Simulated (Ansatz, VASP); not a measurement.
Two plane-wave programs on MgO2

The input INCAR:

```
PREC = Accurate
ENCUT = 520
EDIFF = 1E-6
ISMEAR = 0
SIGMA = 0.05
LREAL = False
LASPH = True
NELM = 100
ALGO = Normal
ISIF = 2
LWAVE = False
LCHARG = False
GGA = PS
NBANDS = 14
```

Contents of KPOINTS:

```
regular mesh
0
Gamma
  12 12 12
```

Contents of POSCAR:

```
MgO2
1.0
    1.6448800414      0.9496719347      3.3192799312
   -1.6448800414      0.9496719347      3.3192799312
    0.0000000000     -1.8993438694      3.3192799312
Mg O
1 2
Direct
    0.0000000000      0.0000000000      0.0000000000
    0.4287860000      0.4287860000      0.4287860000
    0.5712140000      0.5712140000      0.5712140000
```

Input for Ansatz:

```yaml
crystal:
  lattice:
    - [1.6448800414, 0.9496719347, 3.3192799312]
    - [-1.6448800414, 0.9496719347, 3.3192799312]
    - [0.0, -1.8993438694, 3.3192799312]
  atoms:
    - { symbol: Mg, position: [0.0, 0.0, 0.0] }
    - { symbol: O, position: [0.428786, 0.428786, 0.428786] }
    - { symbol: O, position: [0.571214, 0.571214, 0.571214] }
basis:
  ecutwfc: 420
kpoints:
  mp_grid: { grid: [12, 12, 12] }
hamiltonian:
  xc: pbesol
scf:
  occupations: { method: gaussian, width: 0.05 }
output:
  forces: true
  stress: true
  eigenvalues: true
```

Change from the starting cell: strain +0.025 along x and y, -0.050 along z, atoms carried along.

Alike in both runs: task single point; functional PBEsol; k mesh 12 × 12 × 12; occupations gaussian, width 0.05 eV; no spin polarisation.

|  | VASP | Ansatz |
| --- | --- | --- |
| version | VASP 6.6.1 | Ansatz 0.2.0 |
| potentials or method | VASP PAW PBE potentials, release 64 (Mg, O), cutoff 520 eV | scalar-relativistic, plane waves, PAW |
| valence electrons in the cell | 14 | 22 |

|  | VASP | Ansatz | Ansatz less VASP |
| --- | --- | --- | --- |
| gap on the k mesh at the Fermi level (eV) | 2.91 | 2.93 | +0.017 |
| least direct gap on the mesh (eV) | 3.12 | 3.15 | +0.021 |
| pressure (GPa) | 0.3 | 0.3 | -0.01 |
| traceless stress, the component that is largest in VASP (GPa) | 20.50 | 18.97 | -1.533 |
| rms of the force components (eV/Å) | 0.942 | 0.814 | -0.1282 |

VASP's potentials were made for PBE, not for PBEsol. Atom by atom the forces differ by 0.128 eV/Å (rms over components). The functional is the same, so the differences come from potentials, cutoffs and numerics. VASP's potentials hold 14 valence electrons a cell and Ansatz's 22, so a difference there can come from the potentials and not from the codes.
